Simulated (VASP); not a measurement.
# Ba (Fm-3m) in VASP: single point with PBEsol

Aim: the single point of Ba with PBEsol.

All numbers are computed with VASP 6.6.1; they aren't measurements. Logs are shortened: lines on timing, memory, paths and dates and some standing lists are left out, and cuts for length are marked.

**1. The cell of the first run**

Symmetry: Fm-3m, No. 225, cubic system. The conventional cell has a = 6.631 Å, b = 6.631 Å, c = 6.631 Å, α = 90.00°, β = 90.00°, γ = 90.00°.

This isn't the form of Ba at room conditions, which is bcc.

**2. Single point, PBEsol (Sr replaced by Ba, lengths x 1.062, strained)**

Input file INCAR:

```
SYSTEM = Ba
PREC     = Accurate       ! precision mode
ENCUT    = 520            ! plane-wave cutoff, eV
EDIFF    = 1E-7           ! SCF threshold, eV
ISMEAR   = 0              ! smearing method
SIGMA    = 0.1            ! smearing width, eV
LREAL    = .FALSE.        ! projectors in reciprocal space
LASPH    = .TRUE.         ! aspherical terms in the spheres
NELM     = 100            ! most SCF steps
ALGO     = Normal         ! electronic algorithm
ISIF     = 2              ! what is computed and relaxed
LWAVE    = .FALSE.        ! write WAVECAR
LCHARG   = .FALSE.        ! write CHGCAR
GGA      = PS             ! functional
NBANDS   = 11             ! bands
```

Input file KPOINTS:

```
Automatic mesh
0
G
  12 12 12
  0 0 0
```

Input file POSCAR:

```
Ba
1.0
    0.0000000000      3.3154781414      3.3154781414
    3.3154781414      0.0000000000      3.3154781414
    3.3154781414      3.3154781414      0.0000000000
Ba
1
Direct
    0.0000000000      0.0000000000      0.0000000000
```

Potentials or basis: VASP PAW PBE potentials, release 64 (Ba_sv).

Run with:

```bash
$ cat potpaw_PBE.64/Ba_sv/POTCAR > POTCAR
$ mpirun -np 1 vasp_std > vasp.out
```

OUTCAR:

```text
SYSTEM = Ba
   PREC = Accurate
   ENCUT = 520
   EDIFF = 1E-7
   ISMEAR = 0
   LREAL = .FALSE.
   LASPH = .TRUE.
   NELM = 100
   ISIF = 2
   GGA = PS

 ion  position               nearest neighbor table
   1  0.000  0.000  0.000-

  LATTYP: Found a face centered cubic cell.
 ALAT       =     6.6309562828

  Lattice vectors:

 A1 = (   0.0000000000,   3.3154781414,   3.3154781414)
 A2 = (   3.3154781414,   0.0000000000,   3.3154781414)
 A3 = (   3.3154781414,   3.3154781414,   0.0000000000)

Analysis of symmetry for initial positions (statically):
=====================================================================
 Subroutine PRICEL returns:
 Original cell was already a primitive cell.

 Routine SETGRP: Setting up the symmetry group for a
 face centered cubic supercell.

 Subroutine GETGRP returns: Found 48 space group operations
 (whereof 48 operations were pure point group operations)
 out of a pool of 48 trial point group operations.

The static configuration has the point symmetry O_h .

Analysis of symmetry for dynamics (positions and initial velocities):
=====================================================================
 Subroutine PRICEL returns:
 Original cell was already a primitive cell.

 Routine SETGRP: Setting up the symmetry group for a
 face centered cubic supercell.

 Subroutine GETGRP returns: Found 48 space group operations
 (whereof 48 operations were pure point group operations)
 out of a pool of 48 trial point group operations.

The dynamic configuration has the point symmetry O_h .

 Subroutine INISYM returns: Found 48 space group operations
 (whereof 48 operations are pure point group operations),
 and found     1 'primitive' translations

----------------------------------------------------------------------------------------

                                     Primitive cell

  volume of cell :      72.8901

  direct lattice vectors                    reciprocal lattice vectors
     0.000000000  3.315478141  3.315478141    -0.150807811  0.150807811  0.150807811
     3.315478141  0.000000000  3.315478141     0.150807811 -0.150807811  0.150807811
     3.315478141  3.315478141  0.000000000     0.150807811  0.150807811 -0.150807811

  length of vectors
     4.688794153  4.688794153  4.688794153     0.261206790  0.261206790  0.261206790

  position of ions in fractional coordinates (direct lattice)
     0.000000000  0.000000000  0.000000000

  ion indices of the primitive-cell ions
[... 80 lines left out ...]
   ISIF   =      2    stress and relaxation
   ISYM   =      2    0-nonsym 1-usesym 2-fastsym
   POTIM  = 0.5000    time-step for ionic-motion
   TEBEG  =    0.0;   TEEND  =   0.0 temperature during run
   PSTRESS=    0.0 pullay stress
   NELECT =      10.0000    total number of electrons
   NUPDOWN=      -1.0000    fix difference up-down
   EMIN   =  10.00;   EMAX   =-10.00  energy-range for DOS
   EFERMI =   0.00;   METHOD = LEGACY
   ISMEAR =     0;   SIGMA  =   0.10  broadening in eV -4-tet -1-fermi 0-gaus
   EFERMI_NEDOS =   21; number of points for ismear=-14 and -15
   IALGO  =     38    algorithm
   IMIX   =      4    mixing-type and parameters
     AMIX     =   0.40;   BMIX     =  1.00
     AMIX_MAG =   1.60;   BMIX_MAG =  1.00
  volume/ion in A,a.u.               =      72.89       491.89
  Fermi-wavevector in a.u.,A,eV,Ry     =   0.844343  1.595576  9.699788  0.712914
  Thomas-Fermi vector in A             =   1.959355
   LORBIT       =      0    0 simple, 1 ext, 2 COOP (PROOUT), +10 PAW based schemes
   GGA     = PS    functional components
   LHFCALC =     F    Hartree Fock is set to
   AEXX    =    0.0000 exact exchange contribution
   IVDW    =     0    specifies the selected vdW correction
   LEPSILON=     F    determine dielectric tensor
   LRPA    =     F    only Hartree local field effects (RPA)
 non-spin polarized calculation
 Gauss-broadening in eV      SIGMA  =   0.10
  energy-cutoff  :      520.00
  volume of cell :       72.89
 maximum number of plane-waves:      1989
   NGX = 17   NGY = 17   NGZ = 17

 number of electron      10.0000000 magnetization

 Free energy of the ion-electron system (eV)
  ---------------------------------------------------
  ext. energy  EPLUGINS =         0.00000000
  ---------------------------------------------------
  free energy    TOTEN  =        -2.06739897 eV

  energy without entropy =       -2.05800469  energy(sigma->0) =       -2.06270183

 E-fermi :   1.1647     XC(G=0):  -7.0473

 val. band max:        1.1618783554   @ k =  -0.3333   0.3333   0.0833
 cond. band min:       1.1659759121   @ k =  -0.2500   0.4167   0.1667
 fundamental gap:      0.0040975567
 Fermi energy:         1.1646640122

 k-point     1 :       0.0000    0.0000    0.0000
  band No.  band energies     occupation
      1     -28.0180      2.00000
      2     -13.0148      2.00000
      3     -13.0148      2.00000
      4     -13.0148      2.00000
      5      -1.5847      2.00000
      6       2.7372      0.00000
      7       2.7372      0.00000
      8       2.7372      0.00000
      9       4.0609      0.00000
     10       4.0609      0.00000
     11       6.7997      0.00000
[... 309 lines left out ...]
 k-point    24 :      -0.4167    0.1667    0.0000
  band No.  band energies     occupation
      1     -27.9954      2.00000
      2     -13.2730      2.00000
      3     -13.1055      2.00000
      4     -13.0640      2.00000
      5       0.5680      2.00000
      6       1.5878      0.00000
      7       2.2510      0.00000
      8       2.9395      0.00000
      9       4.7723      0.00000
     10       5.2375      0.00000
     11       5.9748      0.00000

 [... further k-points ...]

------------------------ aborting loop because EDIFF is reached ----------------------------------------

  FORCE on cell =-STRESS in cart. coord.  units (eV):
  Direction    XX          YY          ZZ          XY          YZ          ZX
  --------------------------------------------------------------------------------------
  -------------------------------------------------------------------------------------
  Total       -0.6297230     -0.6297230     -0.6297230     -0.0000000     -0.0000000     -0.0000000
  in kB      -13.8417703    -13.8417703    -13.8417703     -0.0000000     -0.0000000     -0.0000000
  external PRESSURE =     -13.8417703 kB  Pullay stress =       0.0000000 kB

 VOLUME and BASIS-vectors are now :
 -----------------------------------------------------------------------------
  energy-cutoff  :      520.00
  volume of cell :       72.89
      direct lattice vectors                 reciprocal lattice vectors
     0.000000000  3.315478141  3.315478141    -0.150807811  0.150807811  0.150807811
     3.315478141  0.000000000  3.315478141     0.150807811 -0.150807811  0.150807811
     3.315478141  3.315478141  0.000000000     0.150807811  0.150807811 -0.150807811

 POSITION                                       TOTAL-FORCE (eV/Angst)
 -----------------------------------------------------------------------------------
      0.00000      0.00000      0.00000         0.000000      0.000000      0.000000
 -----------------------------------------------------------------------------------
    total drift:                               -0.000000      0.000000      0.000000

  FREE ENERGIE OF THE ION-ELECTRON SYSTEM (eV)
  ---------------------------------------------------
  free  energy   TOTEN  =        -2.0673989691 eV

  energy  without entropy=       -2.0580046859  energy(sigma->0) =       -2.06270183
```

OSZICAR:

```text
N       E                     dE             d eps       ncg     rms          rms(c)
DAV:   1     0.576201461191E+02    0.57620E+02   -0.40732E+03  1584   0.732E+02
DAV:   2     0.102727872487E+01   -0.56593E+02   -0.55472E+02  1925   0.137E+02
DAV:   3    -0.195426827352E+01   -0.29815E+01   -0.29599E+01  2018   0.332E+01
DAV:   4    -0.206414473899E+01   -0.10988E+00   -0.10964E+00  2111   0.567E+00
DAV:   5    -0.206696905282E+01   -0.28243E-02   -0.28242E-02  2089   0.748E-01    0.134E+00
DAV:   6    -0.206724731155E+01   -0.27826E-03   -0.34920E-03  1934   0.506E-01    0.793E-01
DAV:   7    -0.206738101809E+01   -0.13371E-03   -0.43221E-03  1740   0.672E-01    0.387E-02
DAV:   8    -0.206739585430E+01   -0.14836E-04   -0.22361E-04  2495   0.846E-02    0.248E-02
DAV:   9    -0.206739850706E+01   -0.26528E-05   -0.33488E-06  1909   0.174E-02    0.712E-03
DAV:  10    -0.206739902186E+01   -0.51479E-06   -0.37813E-06  1875   0.135E-02    0.632E-04
DAV:  11    -0.206739896911E+01    0.52744E-07   -0.17085E-07  1868   0.275E-03
   1 F= -.20673990E+01 E0= -.20627018E+01  d E =-.939428E-02
```

It took 24 s on 1 thread of Intel Xeon Platinum 8559C (Emerald Rapids), shared host; peak memory 0.23 GiB.

Results:

```
Free energy            : -2.0674 eV
Pressure               : -1.4 GPa
Band gap on the k mesh : zero (bands 5 and 6 overlap by 0.13 eV)
```

Caveat: the cell differs from its parent crystal (Sr replaced by Ba, lengths x 1.062, strained); the PAW data sets were made with another functional, which shifts forces and pressure a little; spin-orbit coupling is left out, which moves the levels of the heavy elements.
